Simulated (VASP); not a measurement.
# TiAl3 (Pm-3m) in VASP: notebook

Runs on TiAl3. Level: PBEsol. Tasks: single point, relaxation of cell and atoms.

All numbers are computed with VASP 6.6.1; they aren't measurements. Logs are shortened: lines on timing, memory, paths and dates and some standing lists are left out, and cuts for length are marked.

## 1. The cell of the first run

It takes space group Pm-3m (No. 221, cubic). The conventional cell has a = 3.774 Å, b = 3.774 Å, c = 3.774 Å, α = 90.00°, β = 90.00°, γ = 90.00°. Ti (site symmetry m-3m) has 12 Al at 2.67 Å within 3.5 Å. Within 3.5 Å of Al (site symmetry 4/mmm) lie 4 Ti at 2.67 Å and 8 Al at 2.67 Å.

## 2. Single point, PBEsol

Input file INCAR:

```
PREC = Accurate
ENCUT = 520
EDIFF = 1E-6
ISMEAR = -1
SIGMA = 0.1
LREAL = False
LASPH = True
NELM = 80
ALGO = Normal
ISIF = 2
LWAVE = False
LCHARG = False
GGA = PS
NBANDS = 18
```

Input file KPOINTS:

```
Automatic mesh
0
Gamma
  6 6 6
```

Input file POSCAR:

```
TiAl3
1.0
    3.7736900168      0.0000000000      0.0000000000
    0.0000000000      3.7736900168      0.0000000000
    0.0000000000      0.0000000000      3.7736900168
Ti Al
1 3
Direct
    0.0000000000      0.0000000000      0.0000000000
    0.5000000000      0.5000000000      0.0000000000
    0.0000000000      0.5000000000      0.5000000000
    0.5000000000      0.0000000000      0.5000000000
```

Potentials or basis: VASP PAW PBE potentials, release 64 (Ti_sv, Al).

Launch:

```console
cat potpaw_PBE.64/Ti_sv/POTCAR potpaw_PBE.64/Al/POTCAR > POTCAR
mpirun -np 1 vasp_std > vasp.out
```

OUTCAR:

```text
PREC = Accurate
   ENCUT = 520
   EDIFF = 1E-6
   ISMEAR = -1
   LREAL = False
   LASPH = True
   NELM = 80
   ISIF = 2
   GGA = PS

 ion  position               nearest neighbor table
   1  0.000  0.000  0.000-   2 2.67   3 2.67   4 2.67   3 2.67   4 2.67   2 2.67   3 2.67   3 2.67
                             2 2.67   4 2.67   4 2.67   2 2.67
   2  0.500  0.500  0.000-   1 2.67   3 2.67   4 2.67   3 2.67   4 2.67   1 2.67   4 2.67   4 2.67
                             1 2.67   3 2.67   3 2.67   1 2.67
   3  0.000  0.500  0.500-   1 2.67   2 2.67   4 2.67   1 2.67   2 2.67   1 2.67   4 2.67   1 2.67
                             2 2.67   4 2.67   2 2.67   4 2.67
   4  0.500  0.000  0.500-   1 2.67   2 2.67   3 2.67   1 2.67   2 2.67   2 2.67   3 2.67   2 2.67
                             1 2.67   3 2.67   1 2.67   3 2.67

  LATTYP: Found a simple cubic cell.
 ALAT       =     3.7736900168

  Lattice vectors:

 A1 = (   3.7736900168,   0.0000000000,   0.0000000000)
 A2 = (   0.0000000000,   3.7736900168,   0.0000000000)
 A3 = (   0.0000000000,   0.0000000000,   3.7736900168)

Analysis of symmetry for initial positions (statically):
=====================================================================
 Subroutine PRICEL returns:
 Original cell was already a primitive cell.

 Routine SETGRP: Setting up the symmetry group for a
 simple cubic supercell.

 Subroutine GETGRP returns: Found 48 space group operations
 (whereof 48 operations were pure point group operations)
 out of a pool of 48 trial point group operations.

The static configuration has the point symmetry O_h .

Analysis of symmetry for dynamics (positions and initial velocities):
=====================================================================
 Subroutine PRICEL returns:
 Original cell was already a primitive cell.

 Routine SETGRP: Setting up the symmetry group for a
 simple cubic supercell.

 Subroutine GETGRP returns: Found 48 space group operations
 (whereof 48 operations were pure point group operations)
 out of a pool of 48 trial point group operations.

The dynamic configuration has the point symmetry O_h .

 Subroutine INISYM returns: Found 48 space group operations
 (whereof 48 operations are pure point group operations),
 and found     1 'primitive' translations

----------------------------------------------------------------------------------------

                                     Primitive cell

  volume of cell :      53.7401

  direct lattice vectors                    reciprocal lattice vectors
     3.773690017  0.000000000  0.000000000     0.264992619  0.000000000  0.000000000
     0.000000000  3.773690017  0.000000000     0.000000000  0.264992619  0.000000000
     0.000000000  0.000000000  3.773690017     0.000000000  0.000000000  0.264992619

  length of vectors
     3.773690017  3.773690017  3.773690017     0.264992619  0.264992619  0.264992619

  position of ions in fractional coordinates (direct lattice)
     0.000000000  0.000000000  0.000000000
     0.500000000  0.500000000  0.000000000
     0.000000000  0.500000000  0.500000000
     0.500000000  0.000000000  0.500000000

  ion indices of the primitive-cell ions
   primitive index   ion index
                 1           1
                 2           2
                 3           3
                 4           4

----------------------------------------------------------------------------------------

 KPOINTS: Automatic mesh

Automatic generation of k-mesh.
 Grid dimensions read from file:
 generate k-points for:    6    6    6

 Generating k-lattice:

  Cartesian coordinates                     Fractional coordinates (reciprocal lattice)
     0.044165436  0.000000000  0.000000000     0.166666667  0.000000000  0.000000000
     0.000000000  0.044165436  0.000000000     0.000000000  0.166666667  0.000000000
     0.000000000  0.000000000  0.044165436     0.000000000  0.000000000  0.166666667

  Length of vectors
     0.044165436  0.044165436  0.044165436

  Shift w.r.t. Gamma in fractional coordinates (k-lattice)
     0.000000000  0.000000000  0.000000000

 Subroutine IBZKPT returns following result:
 ===========================================

 Found     20 irreducible k-points:

 Following reciprocal coordinates:
            Coordinates               Weight
  0.000000  0.000000  0.000000      1.000000
  0.166667  0.000000  0.000000      6.000000
  0.333333  0.000000  0.000000      6.000000
  0.500000  0.000000  0.000000      3.000000
  0.166667  0.166667  0.000000     12.000000
  0.333333  0.166667  0.000000     24.000000
[... 12 lines left out ...]
  0.500000  0.500000  0.333333      6.000000
  0.500000  0.500000  0.500000      1.000000
   k-points           NKPTS =     20   k-points in BZ     NKDIM =     20   number of bands    NBANDS=     18
   number of dos      NEDOS =    301   number of ions     NIONS =      4
   total plane-waves  NPLWV =  21952
   dimension x,y,z NGX =    28 NGY =   28 NGZ =   28
   dimension x,y,z NGXF=    56 NGYF=   56 NGZF=   56
   ions per type =               1   3
   NGX,Y,Z   is equivalent  to a cutoff of  12.34, 12.34, 12.34 a.u.
   NGXF,Y,Z  is equivalent  to a cutoff of  24.67, 24.67, 24.67 a.u.
 SYSTEM =  unknown system
   PREC   = accura    normal or accurate (medium, high low for compatibility)
   ISTART =      0    job   : 0-new  1-cont  2-samecut
   ICHARG =      2    charge: 1-file 2-atom 10-const
   ISPIN  =      1    spin polarized calculation?
   LNONCOLLINEAR =      F non collinear calculations
   LSORBIT =      F    spin-orbit coupling
   LASPH  =      T    aspherical Exc in radial PAW
   ENCUT  =  520.0 eV  38.22 Ry    6.18 a.u.   7.02  7.02  7.02*2*pi/ulx,y,z
   NELM   =     80;   NELMIN=  2; NELMDL= -5     # of ELM steps
   EDIFF  = 0.1E-05   stopping-criterion for ELM
   LREAL  =      F    real-space projection
   EDIFFG = 0.1E-04   stopping-criterion for IOM
   NSW    =      0    number of steps for IOM
   IBRION =     -1    ionic relax: 0-MD 1-quasi-New 2-CG
   NFREE  =      0    steps in history (QN), initial steepest desc. (CG)
   ISIF   =      2    stress and relaxation
   ISYM   =      2    0-nonsym 1-usesym 2-fastsym
   POTIM  = 0.5000    time-step for ionic-motion
   TEBEG  =    0.0;   TEEND  =   0.0 temperature during run
   PSTRESS=    0.0 pullay stress
   NELECT =      21.0000    total number of electrons
   NUPDOWN=      -1.0000    fix difference up-down
   EMIN   =  10.00;   EMAX   =-10.00  energy-range for DOS
   EFERMI =   0.00;   METHOD = LEGACY
   ISMEAR =    -1;   SIGMA  =   0.10  broadening in eV -4-tet -1-fermi 0-gaus
   EFERMI_NEDOS =   21; number of points for ismear=-14 and -15
   IALGO  =     38    algorithm
   IMIX   =      4    mixing-type and parameters
     AMIX     =   0.40;   BMIX     =  1.00
     AMIX_MAG =   1.60;   BMIX_MAG =  1.00
  volume/ion in A,a.u.               =      13.44        90.66
  Fermi-wavevector in a.u.,A,eV,Ry     =   1.196874  2.261764 19.490441  1.432507
  Thomas-Fermi vector in A             =   2.332803
   LORBIT       =      0    0 simple, 1 ext, 2 COOP (PROOUT), +10 PAW based schemes
   GGA     = PS    functional components
   LHFCALC =     F    Hartree Fock is set to
   AEXX    =    0.0000 exact exchange contribution
   IVDW    =     0    specifies the selected vdW correction
   LEPSILON=     F    determine dielectric tensor
   LRPA    =     F    only Hartree local field effects (RPA)
 non-spin polarized calculation
  energy-cutoff  :      520.00
  volume of cell :       53.74
 maximum number of plane-waves:      1472
   NGX = 15   NGY = 15   NGZ = 15

 number of electron      20.9999999 magnetization

 Free energy of the ion-electron system (eV)
  ---------------------------------------------------
  ext. energy  EPLUGINS =         0.00000000
  ---------------------------------------------------
  free energy    TOTEN  =       -21.72320132 eV

  energy without entropy =      -21.66962971  energy(sigma->0) =      -21.69641552

 E-fermi :  10.5993     XC(G=0): -11.5033

 val. band max:       10.4879606944   @ k =   0.1667   0.1667   0.0000
 cond. band min:      10.6464061117   @ k =   0.3333   0.3333   0.0000
 fundamental gap:      0.1584454172
 Fermi energy:        10.5992993697

 k-point     1 :       0.0000    0.0000    0.0000
  band No.  band energies     occupation
      1     -45.7429      2.00000
      2     -22.1946      2.00000
      3     -22.1946      2.00000
      4     -22.1946      2.00000
      5      -1.0138      2.00000
      6       7.2060      2.00000
[... 10 lines left out ...]
     17      17.1191      0.00000
     18      17.1191      0.00000

 k-point     2 :       0.1667    0.0000    0.0000
  band No.  band energies     occupation
      1     -45.7425      2.00000
      2     -22.2048      2.00000
      3     -22.1939      2.00000
      4     -22.1939      2.00000
      5      -0.7138      2.00000
      6       5.7034      2.00000
[... 10 lines left out ...]
     17      16.5479      0.00000
     18      16.5479      0.00000

 k-point     3 :       0.3333    0.0000    0.0000
  band No.  band energies     occupation
      1     -45.7415      2.00000
      2     -22.2250      2.00000
      3     -22.1926      2.00000
      4     -22.1926      2.00000
      5       0.1563      2.00000
      6       3.5797      2.00000
[... 10 lines left out ...]
     17      15.0727      0.00000
     18      17.2795      0.00000

 k-point     4 :       0.5000    0.0000    0.0000
  band No.  band energies     occupation
      1     -45.7410      2.00000
      2     -22.2351      2.00000
      3     -22.1919      2.00000
      4     -22.1919      2.00000
      5       1.2133      2.00000
      6       2.0729      2.00000
[... 291 lines left out ...]
      4     -22.2161      2.00000
      5       3.0337      2.00000
      6       4.1970      2.00000
[... 10 lines left out ...]
     17      14.8403      0.00000
     18      19.5894      0.00000

 k-point    19 :       0.5000    0.5000    0.3333
  band No.  band energies     occupation
      1     -45.7380      2.00000
      2     -22.2255      2.00000
      3     -22.2255      2.00000
      4     -22.2155      2.00000
      5       3.8034      2.00000
      6       4.8200      2.00000
[... 10 lines left out ...]
     17      14.2307      0.00000
     18      20.6260      0.00000

 k-point    20 :       0.5000    0.5000    0.5000
  band No.  band energies     occupation
      1     -45.7376      2.00000
      2     -22.2242      2.00000
      3     -22.2242      2.00000
      4     -22.2242      2.00000
      5       5.0993      2.00000
      6       5.1674      2.00000
[... 10 lines left out ...]
     17      14.0932      0.00000
     18      22.9751      0.00000

------------------------ aborting loop because EDIFF is reached ----------------------------------------

  FORCE on cell =-STRESS in cart. coord.  units (eV):
  Direction    XX          YY          ZZ          XY          YZ          ZX
  --------------------------------------------------------------------------------------
  -------------------------------------------------------------------------------------
  Total        6.7822512      6.7822512      6.7822512     -0.0000000      0.0000000      0.0000000
  in kB      202.2021573    202.2021573    202.2021573     -0.0000000      0.0000000      0.0000000
  external PRESSURE =     202.2021573 kB  Pullay stress =       0.0000000 kB

 VOLUME and BASIS-vectors are now :
 -----------------------------------------------------------------------------
  energy-cutoff  :      520.00
  volume of cell :       53.74
      direct lattice vectors                 reciprocal lattice vectors
     3.773690017  0.000000000  0.000000000     0.264992619  0.000000000  0.000000000
     0.000000000  3.773690017  0.000000000     0.000000000  0.264992619  0.000000000
     0.000000000  0.000000000  3.773690017     0.000000000  0.000000000  0.264992619

 POSITION                                       TOTAL-FORCE (eV/Angst)
 -----------------------------------------------------------------------------------
      0.00000      0.00000      0.00000         0.000000      0.000000      0.000000
      1.88685      1.88685      0.00000         0.000000      0.000000      0.000000
      0.00000      1.88685      1.88685         0.000000      0.000000      0.000000
      1.88685      0.00000      1.88685         0.000000      0.000000      0.000000
 -----------------------------------------------------------------------------------
    total drift:                               -0.000000     -0.000000     -0.000000

  FREE ENERGIE OF THE ION-ELECTRON SYSTEM (eV)
  ---------------------------------------------------
  free  energy   TOTEN  =       -21.7232013242 eV

  energy  without entropy=      -21.6696297138  energy(sigma->0) =      -21.69641552
```

Run time: 23 s. Hardware: 1 thread of Intel Xeon 8259CL, shared host; peak memory 0.16 GiB.

What came out:

| Item | Value |
| --- | --- |
| Free energy | -21.7232 eV |
| Pressure | 20.2 GPa |

Caveat: the PAW data sets were made with another functional, which shifts forces and pressure a little.

[end of part 1 of 2]
